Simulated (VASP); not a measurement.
# Hg (P6/mmm) in VASP: notebook, part 2 of 2

VASP 6.6.1. Earlier steps stand in the parts before.

## 4. Single point, PBE (22.64 Å³/atom)

This run uses another cell than the first one, of 22.64 Å³/atom.

Input file INCAR:

```
SYSTEM = Hg
PREC = Accurate
ENCUT = 520
EDIFF = 1E-6
ISMEAR = -1
SIGMA = 0.1
LREAL = .FALSE.
LASPH = .TRUE.
NELM = 100
ALGO = Normal
ISIF = 2
LWAVE = .FALSE.
LCHARG = .FALSE.
GGA = PE
NBANDS = 12
```

Input file KPOINTS:

```
Automatic mesh
0
G
  13 13 12
  0 0 0
```

Input file POSCAR:

```
Hg
1.0
    3.0238577059      0.0000000000      0.0000000000
   -1.5119288529      2.6187375908      0.0000000000
    0.0000000000      0.0000000000      2.8588151800
Hg
1
Direct
    0.0000000000      0.0000000000      0.0000000000
```

Potentials or basis: VASP PAW PBE potentials, release 64 (Hg).

On the command line:

```bash
cat potpaw_PBE.64/Hg/POTCAR > POTCAR
mpirun -np 1 vasp_std > vasp.out
```

OUTCAR:

```text
SYSTEM = Hg
   PREC = Accurate
   ENCUT = 520
   EDIFF = 1E-6
   ISMEAR = -1
   LREAL = .FALSE.
   LASPH = .TRUE.
   NELM = 100
   ISIF = 2
   GGA = PE

 ion  position               nearest neighbor table
   1  0.000  0.000  0.000-

  LATTYP: Found a hexagonal cell.
 ALAT       =     3.0238577059
 C/A-ratio  =     0.9454198769

  Lattice vectors:

 A1 = (   3.0238577059,   0.0000000000,   0.0000000000)
 A2 = (  -1.5119288529,   2.6187375908,   0.0000000000)
 A3 = (   0.0000000000,   0.0000000000,   2.8588151800)

Analysis of symmetry for initial positions (statically):
=====================================================================
 Subroutine PRICEL returns:
 Original cell was already a primitive cell.

 Routine SETGRP: Setting up the symmetry group for a
 hexagonal supercell.

 Subroutine GETGRP returns: Found 24 space group operations
 (whereof 24 operations were pure point group operations)
 out of a pool of 24 trial point group operations.

The static configuration has the point symmetry D_6h.

Analysis of symmetry for dynamics (positions and initial velocities):
=====================================================================
 Subroutine PRICEL returns:
 Original cell was already a primitive cell.

 Routine SETGRP: Setting up the symmetry group for a
 hexagonal supercell.

 Subroutine GETGRP returns: Found 24 space group operations
 (whereof 24 operations were pure point group operations)
 out of a pool of 24 trial point group operations.

The dynamic configuration has the point symmetry D_6h.

 Subroutine INISYM returns: Found 24 space group operations
 (whereof 24 operations are pure point group operations),
 and found     1 'primitive' translations

----------------------------------------------------------------------------------------

                                     Primitive cell

  volume of cell :      22.6381

  direct lattice vectors                    reciprocal lattice vectors
     3.023857706  0.000000000  0.000000000     0.330703392  0.190931692  0.000000000
    -1.511928853  2.618737591  0.000000000     0.000000000  0.381863385  0.000000000
     0.000000000  0.000000000  2.858815180     0.000000000  0.000000000  0.349795260

  length of vectors
     3.023857706  3.023857706  2.858815180     0.381863385  0.381863385  0.349795260

  position of ions in fractional coordinates (direct lattice)
     0.000000000  0.000000000  0.000000000

  ion indices of the primitive-cell ions
   primitive index   ion index
                 1           1

----------------------------------------------------------------------------------------

 KPOINTS: Automatic mesh

Automatic generation of k-mesh.
 Grid dimensions read from file:
 generate k-points for:   13   13   12

 Generating k-lattice:

  Cartesian coordinates                     Fractional coordinates (reciprocal lattice)
     0.025438722  0.014687053  0.000000000     0.076923077  0.000000000  0.000000000
     0.000000000  0.029374107  0.000000000     0.000000000  0.076923077  0.000000000
     0.000000000  0.000000000  0.029149605     0.000000000  0.000000000  0.083333333

  Length of vectors
     0.029374107  0.029374107  0.029149605

  Shift w.r.t. Gamma in fractional coordinates (k-lattice)
     0.000000000  0.000000000  0.000000000

 Subroutine IBZKPT returns following result:
 ===========================================

 Found    147 irreducible k-points:

 Following reciprocal coordinates:
            Coordinates               Weight
  0.000000  0.000000  0.000000      1.000000
  0.076923  0.000000  0.000000      6.000000
  0.153846 -0.000000  0.000000      6.000000
  0.230769 -0.000000  0.000000      6.000000
  0.307692 -0.000000  0.000000      6.000000
  0.384615  0.000000  0.000000      6.000000
[... 16 lines left out ...]
  0.076923  0.000000  0.083333     12.000000
  0.153846 -0.000000  0.083333     12.000000
 [... further k-points ...]
   k-points           NKPTS =    147   k-points in BZ     NKDIM =    147   number of bands    NBANDS=     12
   number of dos      NEDOS =    301   number of ions     NIONS =      1
   total plane-waves  NPLWV =  13824
   dimension x,y,z NGX =    24 NGY =   24 NGZ =   24
   dimension x,y,z NGXF=    48 NGYF=   48 NGZF=   48
   ions per type =               1
   NGX,Y,Z   is equivalent  to a cutoff of  13.19, 13.19, 13.96 a.u.
   NGXF,Y,Z  is equivalent  to a cutoff of  26.39, 26.39, 27.91 a.u.
 SYSTEM =  Hg
   PREC   = accura    normal or accurate (medium, high low for compatibility)
   ISTART =      0    job   : 0-new  1-cont  2-samecut
   ICHARG =      2    charge: 1-file 2-atom 10-const
   ISPIN  =      1    spin polarized calculation?
   LNONCOLLINEAR =      F non collinear calculations
   LSORBIT =      F    spin-orbit coupling
   LASPH  =      T    aspherical Exc in radial PAW
   ENCUT  =  520.0 eV  38.22 Ry    6.18 a.u.   5.62  5.62  5.32*2*pi/ulx,y,z
   NELM   =    100;   NELMIN=  2; NELMDL= -5     # of ELM steps
   EDIFF  = 0.1E-05   stopping-criterion for ELM
   LREAL  =      F    real-space projection
   EDIFFG = 0.1E-04   stopping-criterion for IOM
   NSW    =      0    number of steps for IOM
   IBRION =     -1    ionic relax: 0-MD 1-quasi-New 2-CG
   NFREE  =      0    steps in history (QN), initial steepest desc. (CG)
   ISIF   =      2    stress and relaxation
   ISYM   =      2    0-nonsym 1-usesym 2-fastsym
   POTIM  = 0.5000    time-step for ionic-motion
   TEBEG  =    0.0;   TEEND  =   0.0 temperature during run
   PSTRESS=    0.0 pullay stress
   NELECT =      12.0000    total number of electrons
   NUPDOWN=      -1.0000    fix difference up-down
   EMIN   =  10.00;   EMAX   =-10.00  energy-range for DOS
   EFERMI =   0.00;   METHOD = LEGACY
   ISMEAR =    -1;   SIGMA  =   0.10  broadening in eV -4-tet -1-fermi 0-gaus
   EFERMI_NEDOS =   21; number of points for ismear=-14 and -15
   IALGO  =     38    algorithm
   IMIX   =      4    mixing-type and parameters
     AMIX     =   0.40;   BMIX     =  1.00
     AMIX_MAG =   1.60;   BMIX_MAG =  1.00
  volume/ion in A,a.u.               =      22.64       152.77
  Fermi-wavevector in a.u.,A,eV,Ry     =   1.324917  2.503731 23.883747  1.755406
  Thomas-Fermi vector in A             =   2.454417
   LORBIT       =      0    0 simple, 1 ext, 2 COOP (PROOUT), +10 PAW based schemes
   GGA     = PE    functional components
   LHFCALC =     F    Hartree Fock is set to
   AEXX    =    0.0000 exact exchange contribution
   IVDW    =     0    specifies the selected vdW correction
   LEPSILON=     F    determine dielectric tensor
   LRPA    =     F    only Hartree local field effects (RPA)
 non-spin polarized calculation
  energy-cutoff  :      520.00
  volume of cell :       22.64
 maximum number of plane-waves:       622
 NGX is ok and might be reduce to    24
   NGX = 11   NGY = 11   NGZ = 11

 number of electron      12.0000003 magnetization

 Free energy of the ion-electron system (eV)
  ---------------------------------------------------
  ext. energy  EPLUGINS =         0.00000000
  ---------------------------------------------------
  free energy    TOTEN  =        -0.03144676 eV

  energy without entropy =       -0.02010985  energy(sigma->0) =       -0.02577830

 E-fermi :   3.2499     XC(G=0): -11.0417

 val. band max:        3.2414719554   @ k =   0.3846   0.2308   0.3333
 cond. band min:       3.2582683786   @ k =   0.2308   0.0769   0.5000
 fundamental gap:      0.0167964232
 Fermi energy:         3.2498525463

 k-point     1 :       0.0000    0.0000    0.0000
  band No.  band energies     occupation
      1      -6.3963      2.00000
      2      -5.5073      2.00000
      3      -4.1985      2.00000
      4      -4.1985      2.00000
      5      -2.7713      2.00000
      6      -2.7713      2.00000
      7      13.8514      0.00000
      8      17.0033      0.00000
      9      17.4829      0.00000
     10      17.4829      0.00000
     11      18.9141      0.00000
     12      22.7409      0.00000

 k-point     2 :       0.0769    0.0000    0.0000
  band No.  band energies     occupation
      1      -6.2405      2.00000
      2      -5.4723      2.00000
      3      -4.2383      2.00000
      4      -4.1197      2.00000
      5      -2.8223      2.00000
      6      -2.7817      2.00000
      7      14.0786      0.00000
      8      15.8302      0.00000
      9      16.9124      0.00000
     10      17.0743      0.00000
     11      19.1633      0.00000
     12      23.4141      0.00000
[... 316 lines left out ...]
 k-point    24 :       0.1538   -0.0000    0.0833
  band No.  band energies     occupation
      1      -5.6735      2.00000
      2      -5.2741      2.00000
      3      -4.2876      2.00000
      4      -3.8848      2.00000
      5      -3.0197      2.00000
      6      -2.8747      2.00000
      7      13.0629      0.00000
      8      13.4819      0.00000
      9      15.9361      0.00000
     10      17.2747      0.00000
     11      20.8760      0.00000
     12      24.2107      0.00000

 [... further k-points ...]
[... 5 lines left out ...]
  --------------------------------------------------------------------------------------
  -------------------------------------------------------------------------------------
  Total        1.4573318      1.4573318      1.4903639      0.0000000      0.0000000      0.0000000
  in kB      103.1405882    103.1405882    105.4783933      0.0000000      0.0000000      0.0000000
  external PRESSURE =     103.9198565 kB  Pullay stress =       0.0000000 kB

 VOLUME and BASIS-vectors are now :
 -----------------------------------------------------------------------------
  energy-cutoff  :      520.00
  volume of cell :       22.64
      direct lattice vectors                 reciprocal lattice vectors
     3.023857706  0.000000000  0.000000000     0.330703392  0.190931692  0.000000000
    -1.511928853  2.618737591  0.000000000     0.000000000  0.381863385  0.000000000
     0.000000000  0.000000000  2.858815180     0.000000000  0.000000000  0.349795260

 POSITION                                       TOTAL-FORCE (eV/Angst)
 -----------------------------------------------------------------------------------
      0.00000      0.00000      0.00000        -0.000000      0.000000      0.000000
 -----------------------------------------------------------------------------------
    total drift:                                0.000000      0.000000      0.000000

  FREE ENERGIE OF THE ION-ELECTRON SYSTEM (eV)
  ---------------------------------------------------
  free  energy   TOTEN  =        -0.0314467563 eV

  energy  without entropy=       -0.0201098503  energy(sigma->0) =       -0.02577830
```

OSZICAR:

```text
N       E                     dE             d eps       ncg     rms          rms(c)
DAV:   1     0.740209310808E+02    0.74021E+02   -0.66814E+03  3696   0.967E+02
DAV:   2     0.116096678100E+01   -0.72860E+02   -0.68497E+02  3852   0.229E+02
DAV:   3    -0.771078873329E-01   -0.12381E+01   -0.12374E+01  4204   0.334E+01
DAV:   4    -0.783131788403E-01   -0.12053E-02   -0.12053E-02  3940   0.108E+00
DAV:   5    -0.783147994696E-01   -0.16206E-05   -0.16206E-05  4324   0.378E-02    0.498E+00
DAV:   6    -0.361903060680E-01    0.42124E-01   -0.96577E-02  4072   0.360E+00    0.352E+00
DAV:   7    -0.317432234074E-01    0.44471E-02   -0.17639E-02  4124   0.137E+00    0.126E+00
DAV:   8    -0.314216688671E-01    0.32155E-03   -0.19082E-03  3780   0.575E-01    0.580E-02
DAV:   9    -0.314365810982E-01   -0.14912E-04   -0.77695E-06  4240   0.292E-02    0.154E-02
DAV:  10    -0.314466802006E-01   -0.10099E-04   -0.86240E-06  3756   0.293E-02    0.260E-03
DAV:  11    -0.314467562905E-01   -0.76090E-07   -0.71533E-08  2196   0.230E-03
   1 F= -.31446756E-01 E0= -.25778303E-01  d E =-.113369E-01
```

It took 18 s on 1 thread of Intel Xeon Platinum 8375C at 2.90GHz (Ice Lake), shared host; peak memory 0.16 GiB.

Results:

| Quantity | Value |
| --- | --- |
| Free energy | -0.0314 eV |
| Pressure | 10.4 GPa |
| Band gap on the k mesh | zero (bands 6 and 7 overlap by 5.51 eV) |

Stress tensor (GPa, compression positive):
```
10.31  0.00  0.00
 0.00 10.31  0.00
 0.00  0.00 10.55
```

Caveat: the cell stands under pressure; spin-orbit coupling is left out, which moves the levels of the heavy elements.

## 5. Single point, PBE (22.64 Å³/atom)

This run uses another cell than the first one, of 22.64 Å³/atom.

Input file INCAR:

```
ALGO = Normal
EDIFF = 1E-6
ENCUT = 520
GGA = PE
ISIF = 2
ISMEAR = -1
LASPH = True
LCHARG = False
LREAL = False
LWAVE = False
NBANDS = 12
NELM = 60
PREC = Accurate
SIGMA = 0.1
```

Input file KPOINTS:

```
k-points
0
Gamma
  13 13 12
```

POSCAR is that of step 4.

On the command line:

```bash
cat potpaw_PBE.64/Hg/POTCAR > POTCAR
mpirun -np 1 vasp_std > vasp.out
```

Run time: 18 s. Hardware: 1 thread of Intel Xeon Platinum 8375C at 2.90GHz (Ice Lake), shared host; peak memory 0.17 GiB.

The run converged. Its results:

- Free energy: -0.0314 eV
- Pressure: 10.4 GPa
- Band gap on the k mesh: zero (bands 6 and 7 overlap by 5.51 eV)

Stress tensor (GPa, compression positive):
```
10.31  0.00  0.00
 0.00 10.31  0.00
 0.00  0.00 10.55
```

Levels at points of the mesh, in eV from the Fermi level:
```
           k point  band 2  band 3  band 4  band 5  band 6  band 7  band 8  band 9  band 10  band 11
(0.00, 0.00, 0.00)   -8.76   -7.45   -7.45   -6.02   -6.02   10.60   13.75   14.23    14.23    15.66
(0.00, 0.00, 0.50)   -7.27   -7.27   -6.88   -6.88   -2.57   -2.54   16.58   17.74    18.65    18.65
```

Caveat: the cell stands under pressure; spin-orbit coupling is left out, which moves the levels of the heavy elements.

The gap in the log of VASP goes by the Fermi energy; the results here count the filled bands.